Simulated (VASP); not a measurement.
# ZnS (P1) in VASP: further runs

Runs on ZnS. Level: LDA. Tasks: single point.

Program: VASP 6.6.1. These are calculated values, not measurements. Logs are shortened: lines on timing, memory, paths and dates and some standing lists are left out, and cuts for length are marked.

## 1. The cell of the first run

The typed cell holds 6 atoms: a = 3.825 Å, b = 3.825 Å, c = 9.493 Å, α = 85.38°, β = 80.73°, γ = 60.00°.

## 2. Single point, LDA (the part above a cut slid along it)

Contents of INCAR:

```
ALGO = Normal
EDIFF = 1E-6
ENCUT = 520
ISIF = 2
ISMEAR = 0
LASPH = True
LCHARG = True
LELF = True
LREAL = False
LVHAR = True
LWAVE = False
NBANDS = 36
NELM = 60
PREC = Accurate
SIGMA = 0.05
```

Contents of KPOINTS:

```
k-points
0
Gamma
  8 8 3
```

Contents of POSCAR:

```
ZnS
1.0
    2.7046500000     -2.7046500000      0.0000000000
    2.7046500000      0.0000000000     -2.7046500000
    6.4911600000      4.3274400000      5.4093000000
Zn S
3 3
Direct
    0.6166533333      0.6666666667      0.1250333333
   -0.3166800000      0.0000000000      0.7917000000
    0.1499866667      0.3333333333      0.4583666667
    0.3166533333      0.6666666667      0.8750333333
    0.7833200000      1.0000000000      0.5417000000
    0.2499866667      0.3333333333      0.2083666667
```

Potentials or basis: VASP PAW LDA potentials, release 64 (Zn, S).

Run with:

```console
> cat potpaw_LDA.64/Zn/POTCAR potpaw_LDA.64/S/POTCAR > POTCAR
> mpirun -np 1 vasp_std > vasp.out
```

OUTCAR:

```text
EDIFF = 1E-6
   ENCUT = 520
   ISIF = 2
   ISMEAR = 0
   LASPH = True
   LREAL = False
   NELM = 60
   PREC = Accurate

 ion  position               nearest neighbor table
   1  0.617  0.667  0.125-   6 2.34   6 2.34   6 2.34   4 2.80
   2  0.683  0.000  0.792-   4 2.34   4 2.34   5 2.34   4 2.34
   3  0.150  0.333  0.458-   5 2.34   5 2.34   5 2.34   6 2.34
   4  0.317  0.667  0.875-   2 2.34   2 2.34   2 2.34   1 2.80
   5  0.783  0.000  0.542-   3 2.34   3 2.34   3 2.34   2 2.34
   6  0.250  0.333  0.208-   1 2.34   3 2.34   1 2.34   1 2.34

  LATTYP: Found a base centered monoclinic cell.
 ALAT       =     3.8249527115
 B/A-ratio  =     1.7320508076
 C/A-ratio  =     2.4819347292
 COS(beta)  =    -0.1611645928

  Lattice vectors:

 A1 = (   0.0000000000,   2.7046500000,  -2.7046500000)
 A2 = (  -2.7046500000,   0.0000000000,   2.7046500000)
 A3 = (   6.4911600000,   4.3274400000,   5.4093000000)

Analysis of symmetry for initial positions (statically):
=====================================================================
 Subroutine PRICEL returns:
 Original cell was already a primitive cell.

 Routine SETGRP: Setting up the symmetry group for a
 base centered monoclinic supercell.

 Subroutine GETGRP returns: Found  1 space group operations
 (whereof  1 operations were pure point group operations)
 out of a pool of  4 trial point group operations.

The static configuration has the point symmetry C_1 .

Analysis of symmetry for dynamics (positions and initial velocities):
=====================================================================
 Subroutine PRICEL returns:
 Original cell was already a primitive cell.

 Routine SETGRP: Setting up the symmetry group for a
 base centered monoclinic supercell.

 Subroutine GETGRP returns: Found  1 space group operations
 (whereof  1 operations were pure point group operations)
 out of a pool of  4 trial point group operations.

The dynamic configuration has the point symmetry C_1 .

 Subroutine INISYM returns: Found  1 space group operations
 (whereof  1 operations are pure point group operations),
 and found     1 'primitive' translations

[... 100 lines left out ...]
   ENCUT  =  520.0 eV  38.22 Ry    6.18 a.u.   7.11  7.11 17.65*2*pi/ulx,y,z
   NELM   =     60;   NELMIN=  2; NELMDL= -5     # of ELM steps
   EDIFF  = 0.1E-05   stopping-criterion for ELM
   LREAL  =      F    real-space projection
   EDIFFG = 0.1E-04   stopping-criterion for IOM
   NSW    =      0    number of steps for IOM
   IBRION =     -1    ionic relax: 0-MD 1-quasi-New 2-CG
   NFREE  =      0    steps in history (QN), initial steepest desc. (CG)
   ISIF   =      2    stress and relaxation
   ISYM   =      2    0-nonsym 1-usesym 2-fastsym
   POTIM  = 0.5000    time-step for ionic-motion
   TEBEG  =    0.0;   TEEND  =   0.0 temperature during run
   PSTRESS=    0.0 pullay stress
   NELECT =      54.0000    total number of electrons
   NUPDOWN=      -1.0000    fix difference up-down
   EMIN   =  10.00;   EMAX   =-10.00  energy-range for DOS
   EFERMI =   0.00;   METHOD = LEGACY
   ISMEAR =     0;   SIGMA  =   0.05  broadening in eV -4-tet -1-fermi 0-gaus
   EFERMI_NEDOS =   21; number of points for ismear=-14 and -15
   IALGO  =     38    algorithm
   IMIX   =      4    mixing-type and parameters
     AMIX     =   0.40;   BMIX     =  1.00
     AMIX_MAG =   1.60;   BMIX_MAG =  1.00
  volume/ion in A,a.u.               =      19.78       133.51
  Fermi-wavevector in a.u.,A,eV,Ry     =   1.259055  2.379268 21.568210  1.585219
  Thomas-Fermi vector in A             =   2.392634
   LORBIT       =      0    0 simple, 1 ext, 2 COOP (PROOUT), +10 PAW based schemes
   GGA     = CA    functional components
   LHFCALC =     F    Hartree Fock is set to
   AEXX    =    0.0000 exact exchange contribution
   IVDW    =     0    specifies the selected vdW correction
   LEPSILON=     F    determine dielectric tensor
   LRPA    =     F    only Hartree local field effects (RPA)
 non-spin polarized calculation
 Gauss-broadening in eV      SIGMA  =   0.05
  energy-cutoff  :      520.00
  volume of cell :      118.71
 maximum number of plane-waves:      3219
   NGX = 15   NGY = 15   NGZ = 35

 number of electron      53.9999980 magnetization

 Free energy of the ion-electron system (eV)
  ---------------------------------------------------
  ext. energy  EPLUGINS =         0.00000000
  ---------------------------------------------------
  free energy    TOTEN  =       -23.82982263 eV

  energy without entropy =      -23.82982263  energy(sigma->0) =      -23.82982263

 E-fermi :   2.4346     XC(G=0): -10.0598

 val. band max:        2.1744810176   @ k =   0.0000   0.0000   0.0000
 cond. band min:       3.3949520253   @ k =   0.0000   0.0000   0.0000
 fundamental gap:      1.2204710077
 Fermi energy:         2.4345527868

 k-point     1 :       0.0000    0.0000    0.0000
  band No.  band energies     occupation
      1     -11.2282      2.00000
      2     -10.5703      2.00000
      3     -10.1651      2.00000
      4      -4.8442      2.00000
      5      -4.8324      2.00000
      6      -4.7339      2.00000
[... 925 lines left out ...]
     35       9.5605      0.00000
     36      10.4642      0.00000

 [... further k-points ...]

------------------------ aborting loop because EDIFF is reached ----------------------------------------

  FORCE on cell =-STRESS in cart. coord.  units (eV):
  Direction    XX          YY          ZZ          XY          YZ          ZX
  --------------------------------------------------------------------------------------
  -------------------------------------------------------------------------------------
  Total       -5.5315751     -3.4642651     -2.5162317      0.6736468      1.2606898     -0.2641771
  in kB      -74.6577549    -46.7559873    -33.9607086      9.0919775     17.0150944     -3.5655067
  external PRESSURE =     -51.7914836 kB  Pullay stress =       0.0000000 kB

 VOLUME and BASIS-vectors are now :
 -----------------------------------------------------------------------------
  energy-cutoff  :      520.00
  volume of cell :      118.71
      direct lattice vectors                 reciprocal lattice vectors
     2.704650000 -2.704650000  0.000000000     0.098595629 -0.271137978  0.098595629
     2.704650000  0.000000000 -2.704650000     0.123244536  0.123244536 -0.246489071
     6.491160000  4.327440000  5.409300000     0.061622268  0.061622268  0.061622268

 POSITION                                       TOTAL-FORCE (eV/Angst)
 -----------------------------------------------------------------------------------
      4.28254     -1.12676     -1.12676        -0.197956      0.257212     -0.052508
      6.98719      1.57789      4.28254        -0.006798      0.092072     -0.125952
      4.28254      1.57789      1.57789         0.079038      0.121825      0.153089
      8.33952      2.93022      2.93022         0.487608     -0.255331      0.053703
      5.63487      0.22557      2.93022        -0.109002     -0.147335     -0.106841
      2.93022      0.22557      0.22557        -0.252890     -0.068444      0.078509
 -----------------------------------------------------------------------------------
    total drift:                               -0.001450      0.002030     -0.000453

  FREE ENERGIE OF THE ION-ELECTRON SYSTEM (eV)
  ---------------------------------------------------
  free  energy   TOTEN  =       -23.8298226325 eV

  energy  without entropy=      -23.8298226325  energy(sigma->0) =      -23.82982263
```

stdout:

```text
POSCAR found type information on POSCAR ZnS
 POSCAR found :  2 types and       6 ions
 scaLAPACK will be used
 LDA part: xc-table for (Slater(with rela. corr.)+CA(PZ))
 , standard interpolation
 POSCAR, INCAR and KPOINTS ok, starting setup
 FFT: planning ... GRIDC
 FFT: planning ... GRID_SOFT
 FFT: planning ... GRID
 WAVECAR not read
 entering main loop
```

Wall time 8.1 min (1 thread of Intel Xeon 8259CL, shared host); peak memory 0.41 GiB.

What came out:

- Free energy: -23.8298 eV
- Pressure: -5.2 GPa
- Largest force: 0.553 eV/Å
- Band gap on the k mesh: 1.22 eV

Forces in eV/Å, atoms in the order of the input:
```
Zn  -0.198  0.257 -0.053
Zn  -0.007  0.092 -0.126
Zn   0.079  0.122  0.153
S    0.488 -0.255  0.054
S   -0.109 -0.147 -0.107
S   -0.253 -0.068  0.079
```

Stress tensor (GPa, compression positive):
```
-7.47  0.91 -0.36
 0.91 -4.68  1.70
-0.36  1.70 -3.40
```

Levels at points of the mesh, in eV from the valence-band top:
| k point | band 24 | band 25 | band 26 | band 27 | band 28 | band 29 | band 30 | band 31 |
| --- | --- | --- | --- | --- | --- | --- | --- | --- |
| (0.00, 0.00, 0.00) | -0.62 | -0.37 | -0.24 | 0.00 | 1.22 | 2.83 | 3.12 | 5.78 |
| (0.50, 0.00, 0.00) | -1.93 | -1.78 | -1.32 | -1.14 | 1.80 | 3.38 | 3.70 | 4.27 |
| (0.50, 0.50, 0.00) | -2.40 | -1.81 | -1.32 | -0.95 | 2.56 | 3.13 | 3.66 | 4.15 |
| (0.00, 0.50, 0.00) | -2.16 | -2.07 | -1.45 | -1.16 | 2.27 | 3.07 | 3.85 | 3.98 |

Caveat: the cell differs from its parent crystal (the part above a cut slid along it); the cell stands under tension.

## 3. Single point, LDA (the part above a cut slid along it)

Contents of INCAR:

```
SYSTEM = ZnS
PREC     = Accurate       ! precision mode
ENCUT    = 520            ! plane-wave cutoff, eV
EDIFF    = 1E-6           ! SCF threshold, eV
ISMEAR   = 0              ! smearing method
SIGMA    = 0.05           ! smearing width, eV
LREAL    = .FALSE.        ! projectors in reciprocal space
LASPH    = .TRUE.         ! aspherical terms in the spheres
NELM     = 60             ! most SCF steps
ALGO     = Normal         ! electronic algorithm
ISIF     = 2              ! what is computed and relaxed
LWAVE    = .FALSE.        ! write WAVECAR
LCHARG   = .TRUE.         ! write CHGCAR
LELF     = .TRUE.         ! ELF
LVHAR    = .TRUE.       
NBANDS   = 36             ! bands
```

Contents of KPOINTS:

```
regular mesh
0
G
  8 8 3
  0 0 0
```

Contents of POSCAR:

```
ZnS
1.0
    2.7046500000     -2.7046500000      0.0000000000
    2.7046500000      0.0000000000     -2.7046500000
    5.6797650000      5.1388350000      5.4093000000
Zn S
3 3
Direct
    0.6541633333      0.6666666667      0.1250333333
   -0.0791700000      0.0000000000      0.7917000000
    0.2874966667      0.3333333333      0.4583666667
    0.5791633333      0.6666666667      0.8750333333
    0.9458300000      1.0000000000      0.5417000000
    0.3124966667      0.3333333333      0.2083666667
```

Potentials or basis: VASP PAW LDA potentials, release 64 (Zn, S).

Run with:

```console
> cat potpaw_LDA.64/Zn/POTCAR potpaw_LDA.64/S/POTCAR > POTCAR
> mpirun -np 1 vasp_std > vasp.out
```

Wall time 8.1 min (1 thread of Intel Xeon 8259CL, shared host); peak memory 0.41 GiB.

Results (log left out):

```yaml
Free_energy: -24.4684 eV
Pressure: -4.7 GPa
Largest_force: 0.314 eV/Å
Band_gap_on_the_k_mesh: 1.76 eV
```

Forces in eV/Å, atoms in the order of the input:
```
Zn  -0.137  0.059 -0.044
Zn  -0.031  0.042 -0.014
Zn  -0.007  0.024  0.011
S    0.264 -0.162  0.052
S    0.004 -0.026 -0.009
S   -0.093  0.064  0.003
```

Stress tensor (GPa, compression positive):
```
-5.54 -0.01 -0.69
-0.01 -3.95  0.63
-0.69  0.63 -4.53
```

Levels at points of the mesh, in eV from the valence-band top:
```csv
k point,band 23,band 24,band 25,band 26,band 27,band 28,band 29,band 30,band 31,band 32
"(0.00, 0.00, 0.00)",-0.75,-0.71,-0.18,-0.09,0.00,1.76,3.13,3.16,6.02,6.16
"(0.50, 0.00, 0.00)",-2.31,-1.87,-1.82,-1.34,-1.33,2.96,3.67,4.05,4.12,5.82
"(0.50, 0.50, 0.00)",-2.20,-2.08,-1.91,-1.36,-1.33,3.15,3.89,3.94,4.03,5.56
"(0.00, 0.50, 0.00)",-2.27,-1.97,-1.95,-1.34,-1.32,3.10,3.82,3.92,4.03,5.93
```

Caveat: the cell differs from its parent crystal (the part above a cut slid along it); the cell stands under tension.
